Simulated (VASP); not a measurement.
The system is Re.

```
Re
1.0
     2.76080    0.00000    0.00000
    -1.38040    2.39092    0.00000
     0.00000    0.00000    4.45820
Re
2
Direct
  0.66667 0.33333 0.75000
  0.33333 0.66667 0.25000
```

| Quantity | Value |
| --- | --- |
| Program | VASP 6.6.1 |
| Task | relaxation of cell and atoms |
| Functional | BLYP |
| Dispersion | D4 |
| Potentials or basis | VASP PAW PBE potentials, release 64 (Re) |
| Cutoff | 600 eV |
| k mesh | 11 × 11 × 6 |
| Occupations | fermi-dirac, width 0.05 eV |
| Spin | no spin polarisation |

At the start: pressure 7.8 GPa; volume 14.71 Å³/atom.

Question: Where does the relaxation end?

Answer: Over 10 steps the energy falls by 7.3 meV/atom and the volume is 15.02 Å³/atom (+2.1 %); space group P6_3/mmc (No. 194, to 0.1 Å) before and after.

The path:
| step | energy change (eV) | largest force (eV/Å) | pressure (GPa) | volume (Å³) |
| --- | --- | --- | --- | --- |
| 1 | 0.0000 | 0.0000 | 7.80 | 29.43 |
| 2 | 0.1959 | 0.0000 | -24.50 | 32.59 |
| 3 | -0.0145 | 0.0000 | -0.33 | 30.06 |
| 4 | -0.0146 | 0.0000 | 0.01 | 30.04 |
| 5 | -0.0146 | 0.0000 | -0.08 | 30.05 |
| 6 | -0.0146 | 0.0000 | -0.11 | 30.05 |
| 7 | -0.0146 | 0.0000 | -0.11 | 30.05 |
| 8 | -0.0146 | 0.0000 | -0.12 | 30.05 |
| 9 | -0.0146 | 0.0000 | 0.33 | 30.01 |
| 10 | -0.0146 | 0.0000 | 0.02 | 30.04 |

Final structure:
```
Re
1.0
     2.78197    0.00000    0.00000
    -1.39099    2.40926    0.00000
     0.00000    0.00000    4.48147
Re
2
Cartesian
  1.3910 0.8031 3.3611
  0.0000 1.6062 1.1204
```

Caveat: the PAW data sets were made with another functional, which shifts forces and pressure a little.
